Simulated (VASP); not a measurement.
# Lu: single point with PBE

Lu:

```
Lu
1.0
     5.64415    0.00000    0.00000
    -2.82207    4.88798    0.00000
     0.00000    0.00000    3.54177
Lu
3
Direct
  0.00000 0.00000 0.00000
  0.33333 0.66667 0.50000
  0.66667 0.33333 0.50000
```

This isn't the form of Lu at room conditions, which is hcp.

| Property | Result |
| --- | --- |
| Program | VASP 6.6.1 |
| Task | single point |
| Functional | PBE |
| Potentials or basis | VASP PAW PBE potentials, release 64 (Lu) |
| Cutoff | 520 eV |
| k mesh | 8 × 8 × 10 |
| Occupations | fermi-dirac, width 0.1 eV |
| Spin | no spin polarisation |
| Dipole correction | no |
| Further INCAR settings | ALGO = Normal; EDIFF = 1e-07; NBANDS = 44 |

* Pressure: -4.0 GPa
* Band gap on the k mesh: zero (an odd number of electrons rules out a gap without spin polarisation)

Levels at points of the mesh, in eV from the Fermi level:
```
           k point  band 35  band 36  band 37  band 38  band 39  band 40  band 41  band 42
(0.00, 0.00, 0.00)    -0.93    -0.07    -0.07    -0.04    -0.04     0.09     1.91     2.74
(0.50, 0.00, 0.00)    -3.68    -2.13     0.46     0.63     0.78     0.85     1.21     1.71
(0.00, 0.00, 0.50)    -1.80    -0.81    -0.81    -0.49    -0.49     1.87     1.87     2.15
(0.50, 0.00, 0.50)    -1.82    -0.63    -0.33    -0.17    -0.03     0.30     1.64     1.65
```

Run time: 6.3 min on 1 thread of Intel(R) Xeon(R) Platinum 8259CL CPU @ 2.50GHz (Skylake/Cascade Lake), on a shared host, peak memory 0.35 GiB.

Caveat: the cell stands under tension; spin-orbit coupling is left out, which moves the levels of the heavy elements.
